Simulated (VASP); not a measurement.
# AlNi (Pm-3m) in VASP: single point with PBE

Aim: the single point of AlNi with PBE.

All numbers are computed with VASP 6.6.1; they aren't measurements. Logs are shortened: lines on timing, memory, paths and dates and some standing lists are left out, and cuts for length are marked.

### Step 1. The cell of the first run

Symmetry: Pm-3m, No. 221, cubic system. The conventional cell has a = 2.914 Å, b = 2.914 Å, c = 2.914 Å, α = 90.00°, β = 90.00°, γ = 90.00°. Al (site symmetry m-3m) has 8 Ni at 2.52 Å and 6 Al at 2.91 Å within 3.3 Å. Within 3.3 Å of Ni (site symmetry m-3m) lie 8 Al at 2.52 Å and 6 Ni at 2.91 Å.

### Step 2. Single point, PBE, collinear spin, ferromagnetic start

INCAR reads:

```
SYSTEM = AlNi
ALGO = Normal ; EDIFF = 1E-6
ENCUT = 600 ; GGA = PE
GGA_COMPAT = .FALSE. ; ISIF = 2
ISMEAR = 0 ; ISPIN = 2
LASPH = .TRUE. ; LCHARG = .FALSE.
LMAXMIX = 4 ; LORBIT = 11
LREAL = .FALSE. ; LWAVE = .FALSE.
MAGMOM = 0 2 ; NBANDS = 18
NELM = 200 ; PREC = Accurate
SIGMA = 0.1
```

KPOINTS reads:

```
k-points
0
G
  6 6 6
  0 0 0
```

POSCAR reads:

```
AlNi
1.0
    2.9142091492      0.0000000000      0.0000000000
    0.0000000000      2.9142091492      0.0000000000
    0.0000000000      0.0000000000      2.9142091492
Al Ni
1 1
Direct
    0.0000000000      0.0000000000      0.0000000000
    0.5000000000      0.5000000000      0.5000000000
```

Potentials or basis: VASP PAW PBE potentials, release 64 (Al, Ni).

Launch:

```
$ cat potpaw_PBE.64/Al/POTCAR potpaw_PBE.64/Ni/POTCAR > POTCAR
$ mpirun -np 1 vasp_std > vasp.out
```

OUTCAR:

```text
SYSTEM = AlNi
   EDIFF = 1E-6
   ENCUT = 600
   GGA = PE
   ISIF = 2
   ISMEAR = 0
   ISPIN = 2
   LASPH = .TRUE.
   LORBIT = 11
   LREAL = .FALSE.
   NELM = 200
   PREC = Accurate

 ion  position               nearest neighbor table
   1  0.000  0.000  0.000-   2 2.52   2 2.52   2 2.52   2 2.52   2 2.52   2 2.52   2 2.52   2 2.52

   2  0.500  0.500  0.500-   1 2.52   1 2.52   1 2.52   1 2.52   1 2.52   1 2.52   1 2.52   1 2.52

  LATTYP: Found a simple cubic cell.
 ALAT       =     2.9142091492

  Lattice vectors:

 A1 = (   2.9142091492,   0.0000000000,   0.0000000000)
 A2 = (   0.0000000000,   2.9142091492,   0.0000000000)
 A3 = (   0.0000000000,   0.0000000000,   2.9142091492)

Analysis of symmetry for initial positions (statically):
=====================================================================
 Subroutine PRICEL returns:
 Original cell was already a primitive cell.

 Routine SETGRP: Setting up the symmetry group for a
 simple cubic supercell.

 Subroutine GETGRP returns: Found 48 space group operations
 (whereof 48 operations were pure point group operations)
 out of a pool of 48 trial point group operations.

The static configuration has the point symmetry O_h .

Analysis of symmetry for dynamics (positions and initial velocities):
=====================================================================
 Subroutine PRICEL returns:
 Original cell was already a primitive cell.

 Routine SETGRP: Setting up the symmetry group for a
 simple cubic supercell.

 Subroutine GETGRP returns: Found 48 space group operations
 (whereof 48 operations were pure point group operations)
 out of a pool of 48 trial point group operations.

The dynamic configuration has the point symmetry O_h .

Analysis of structural, dynamic, and magnetic symmetry:
=====================================================================
 Subroutine PRICEL returns:
 Original cell was already a primitive cell.

 Routine SETGRP: Setting up the symmetry group for a
 simple cubic supercell.

 Subroutine GETGRP returns: Found 48 space group operations
 (whereof 48 operations were pure point group operations)
 out of a pool of 48 trial point group operations.

The overall configuration has the point symmetry O_h .

 Subroutine INISYM returns: Found 48 space group operations
 (whereof 48 operations are pure point group operations),
 and found     1 'primitive' translations

----------------------------------------------------------------------------------------

                                     Primitive cell

  volume of cell :      24.7493

  direct lattice vectors                    reciprocal lattice vectors
     2.914209149  0.000000000  0.000000000     0.343146270  0.000000000  0.000000000
     0.000000000  2.914209149  0.000000000     0.000000000  0.343146270  0.000000000
     0.000000000  0.000000000  2.914209149     0.000000000  0.000000000  0.343146270

  length of vectors
     2.914209149  2.914209149  2.914209149     0.343146270  0.343146270  0.343146270

  position of ions in fractional coordinates (direct lattice)
     0.000000000  0.000000000  0.000000000
     0.500000000  0.500000000  0.500000000

  ion indices of the primitive-cell ions
   primitive index   ion index
                 1           1
                 2           2

----------------------------------------------------------------------------------------

 KPOINTS: k-points

Automatic generation of k-mesh.
 Grid dimensions read from file:
 generate k-points for:    6    6    6

 Generating k-lattice:

  Cartesian coordinates                     Fractional coordinates (reciprocal lattice)
     0.057191045  0.000000000  0.000000000     0.166666667  0.000000000  0.000000000
     0.000000000  0.057191045  0.000000000     0.000000000  0.166666667  0.000000000
     0.000000000  0.000000000  0.057191045     0.000000000  0.000000000  0.166666667

  Length of vectors
     0.057191045  0.057191045  0.057191045

  Shift w.r.t. Gamma in fractional coordinates (k-lattice)
     0.000000000  0.000000000  0.000000000

 Subroutine IBZKPT returns following result:
 ===========================================

 Found     20 irreducible k-points:

 Following reciprocal coordinates:
            Coordinates               Weight
  0.000000  0.000000  0.000000      1.000000
  0.166667  0.000000  0.000000      6.000000
  0.333333  0.000000  0.000000      6.000000
  0.500000  0.000000  0.000000      3.000000
  0.166667  0.166667  0.000000     12.000000
  0.333333  0.166667  0.000000     24.000000
[... 12 lines left out ...]
  0.500000  0.500000  0.333333      6.000000
  0.500000  0.500000  0.500000      1.000000
   k-points           NKPTS =     20   k-points in BZ     NKDIM =     20   number of bands    NBANDS=     18
   number of dos      NEDOS =    301   number of ions     NIONS =      2
   total plane-waves  NPLWV =  13824
   dimension x,y,z NGX =    24 NGY =   24 NGZ =   24
   dimension x,y,z NGXF=    48 NGYF=   48 NGZF=   48
   ions per type =               1   1
   NGX,Y,Z   is equivalent  to a cutoff of  13.69, 13.69, 13.69 a.u.
   NGXF,Y,Z  is equivalent  to a cutoff of  27.38, 27.38, 27.38 a.u.
 SYSTEM =  AlNi
   PREC   = accura    normal or accurate (medium, high low for compatibility)
   ISTART =      0    job   : 0-new  1-cont  2-samecut
   ICHARG =      2    charge: 1-file 2-atom 10-const
   ISPIN  =      2    spin polarized calculation?
   LNONCOLLINEAR =      F non collinear calculations
   LSORBIT =      F    spin-orbit coupling
   LASPH  =      T    aspherical Exc in radial PAW
   ENCUT  =  600.0 eV  44.10 Ry    6.64 a.u.   5.82  5.82  5.82*2*pi/ulx,y,z
   NELM   =    200;   NELMIN=  2; NELMDL= -5     # of ELM steps
   EDIFF  = 0.1E-05   stopping-criterion for ELM
   LREAL  =      F    real-space projection
   EDIFFG = 0.1E-04   stopping-criterion for IOM
   NSW    =      0    number of steps for IOM
   IBRION =     -1    ionic relax: 0-MD 1-quasi-New 2-CG
   NFREE  =      0    steps in history (QN), initial steepest desc. (CG)
   ISIF   =      2    stress and relaxation
   ISYM   =      2    0-nonsym 1-usesym 2-fastsym
   POTIM  = 0.5000    time-step for ionic-motion
   TEBEG  =    0.0;   TEEND  =   0.0 temperature during run
   PSTRESS=    0.0 pullay stress
   NELECT =      13.0000    total number of electrons
   NUPDOWN=      -1.0000    fix difference up-down
   EMIN   =  10.00;   EMAX   =-10.00  energy-range for DOS
   EFERMI =   0.00;   METHOD = LEGACY
   ISMEAR =     0;   SIGMA  =   0.10  broadening in eV -4-tet -1-fermi 0-gaus
   EFERMI_NEDOS =   21; number of points for ismear=-14 and -15
   IALGO  =     38    algorithm
   IMIX   =      4    mixing-type and parameters
     AMIX     =   0.40;   BMIX     =  1.00
     AMIX_MAG =   1.60;   BMIX_MAG =  1.00
  volume/ion in A,a.u.               =      12.37        83.51
  Fermi-wavevector in a.u.,A,eV,Ry     =   1.320896  2.496131 23.738979  1.744766
  Thomas-Fermi vector in A             =   2.450689
   LORBIT       =     11    0 simple, 1 ext, 2 COOP (PROOUT), +10 PAW based schemes
   GGA     = PE    functional components
   LHFCALC =     F    Hartree Fock is set to
   AEXX    =    0.0000 exact exchange contribution
   IVDW    =     0    specifies the selected vdW correction
   LEPSILON=     F    determine dielectric tensor
   LRPA    =     F    only Hartree local field effects (RPA)
 spin polarized calculation
 Gauss-broadening in eV      SIGMA  =   0.10
  energy-cutoff  :      600.00
  volume of cell :       24.75
 maximum number of plane-waves:       844
 NGX is ok and might be reduce to    24
   NGX = 11   NGY = 11   NGZ = 11

 number of electron      13.0000006 magnetization       0.1279503

 number of electron      13.0000006 magnetization      -0.0008723

 Free energy of the ion-electron system (eV)
  ---------------------------------------------------
  ext. energy  EPLUGINS =         0.00000000
  ---------------------------------------------------
  free energy    TOTEN  =       -10.50845601 eV

  energy without entropy =      -10.50095711  energy(sigma->0) =      -10.50470656

 E-fermi :   9.6032     XC(G=0): -11.8850

 val. band max:        9.5868506248   @ k =   0.3333   0.1667   0.0000
 cond. band min:       9.8782254291   @ k =   0.3333   0.1667   0.1667
 fundamental gap:      0.2913748043
 Fermi energy:         9.6031897219

 spin component 1

 k-point     1 :       0.0000    0.0000    0.0000
  band No.  band energies     occupation
      1      -1.3101      1.00000
      2       6.4948      1.00000
      3       6.4948      1.00000
      4       8.0836      1.00000
      5       8.0836      1.00000
      6       8.0836      1.00000
[... 10 lines left out ...]
     17      32.5712      0.00000
     18      32.5712      0.00000
[... 379 lines left out ...]
 k-point    20 :       0.5000    0.5000    0.5000
  band No.  band energies     occupation
      1       5.6394      1.00000
      2       5.6394      1.00000
      3       5.6394      1.00000
      4       8.6113      1.00000
      5       8.6113      1.00000
      6      11.6108      0.00000
[... 10 lines left out ...]
     17      40.2695      0.00000
     18      40.2695      0.00000
 Fermi energy:         9.6031897219

 spin component 2

 k-point     1 :       0.0000    0.0000    0.0000
  band No.  band energies     occupation
      1      -1.3097      1.00000
      2       6.4948      1.00000
      3       6.4948      1.00000
      4       8.0832      1.00000
      5       8.0832      1.00000
      6       8.0832      1.00000
[... 10 lines left out ...]
     17      32.5718      0.00000
     18      32.5718      0.00000
[... 379 lines left out ...]
 k-point    20 :       0.5000    0.5000    0.5000
  band No.  band energies     occupation
      1       5.6393      1.00000
      2       5.6393      1.00000
      3       5.6393      1.00000
      4       8.6110      1.00000
      5       8.6110      1.00000
      6      11.6113      0.00000
[... 10 lines left out ...]
     17      40.2699      0.00000
     18      40.2699      0.00000

------------------------ aborting loop because EDIFF is reached ----------------------------------------

  FORCE on cell =-STRESS in cart. coord.  units (eV):
  Direction    XX          YY          ZZ          XY          YZ          ZX
  --------------------------------------------------------------------------------------
  -------------------------------------------------------------------------------------
  Total       -0.4564801     -0.4564801     -0.4564801     -0.0000000      0.0000000     -0.0000000
  in kB      -29.5508711    -29.5508711    -29.5508711     -0.0000000      0.0000000     -0.0000000
  external PRESSURE =     -29.5508711 kB  Pullay stress =       0.0000000 kB

 VOLUME and BASIS-vectors are now :
 -----------------------------------------------------------------------------
  energy-cutoff  :      600.00
  volume of cell :       24.75
      direct lattice vectors                 reciprocal lattice vectors
     2.914209149  0.000000000  0.000000000     0.343146270  0.000000000  0.000000000
     0.000000000  2.914209149  0.000000000     0.000000000  0.343146270  0.000000000
     0.000000000  0.000000000  2.914209149     0.000000000  0.000000000  0.343146270

 POSITION                                       TOTAL-FORCE (eV/Angst)
 -----------------------------------------------------------------------------------
      0.00000      0.00000      0.00000         0.000000      0.000000      0.000000
      1.45710      1.45710      1.45710         0.000000      0.000000      0.000000
 -----------------------------------------------------------------------------------
    total drift:                                0.000000      0.000000     -0.000000

  FREE ENERGIE OF THE ION-ELECTRON SYSTEM (eV)
  ---------------------------------------------------
  free  energy   TOTEN  =       -10.5084560147 eV

  energy  without entropy=      -10.5009571056  energy(sigma->0) =      -10.50470656

 total charge

# of ion       s       p       d       tot
------------------------------------------
    1        0.382   0.399   0.000   0.781
    2        0.462   0.488   8.454   9.404
--------------------------------------------------
tot          0.844   0.887   8.454  10.186

 magnetization (x)

# of ion       s       p       d       tot
------------------------------------------
    1        0.000   0.000   0.000   0.000
    2       -0.000   0.000  -0.000  -0.000
--------------------------------------------------
tot         -0.000   0.000  -0.000  -0.000
```

It took 23 s on 1 thread of Intel Xeon Platinum 8259CL at 2.50GHz (Skylake/Cascade Lake), shared host; peak memory 0.15 GiB.

What came out:

* Free energy: -10.5085 eV
* Pressure: -3.0 GPa
* Net moment: 0.00 μB per cell
* Valence electrons inside the program's atomic spheres: Al 0.78; Ni 9.40

Levels at points of the mesh, in eV from the Fermi level:
Spin up:
| k point | band 5 | band 6 | band 7 | band 8 | band 9 | band 10 |
| --- | --- | --- | --- | --- | --- | --- |
| (0.00, 0.00, 0.00) | -1.52 | -1.52 | 5.33 | 5.33 | 5.33 | 7.99 |
| (0.50, 0.00, 0.00) | -2.19 | -1.44 | -0.67 | 8.22 | 9.83 | 9.83 |
| (0.50, 0.50, 0.00) | -2.02 | -2.02 | -1.02 | 1.39 | 2.27 | 11.88 |
| (0.50, 0.50, 0.50) | -0.99 | 2.01 | 2.01 | 2.01 | 3.37 | 4.26 |
Spin down:
```
           k point  band 3  band 4  band 5  band 6  band 7  band 8  band 9  band 10  band 11  band 12
(0.00, 0.00, 0.00)   -3.11   -1.52   -1.52   -1.52    5.33    5.33    5.33     7.99     7.99    13.11
(0.50, 0.00, 0.00)   -2.66   -2.19   -2.19   -1.44   -0.67    8.22    9.83     9.83    10.52    10.52
(0.50, 0.50, 0.00)   -2.81   -2.81   -2.02   -2.02   -1.02    1.39    2.27    11.88    14.84    14.84
(0.50, 0.50, 0.50)   -3.96   -0.99   -0.99    2.01    2.01    2.01    3.37     4.26     4.26     4.26
```
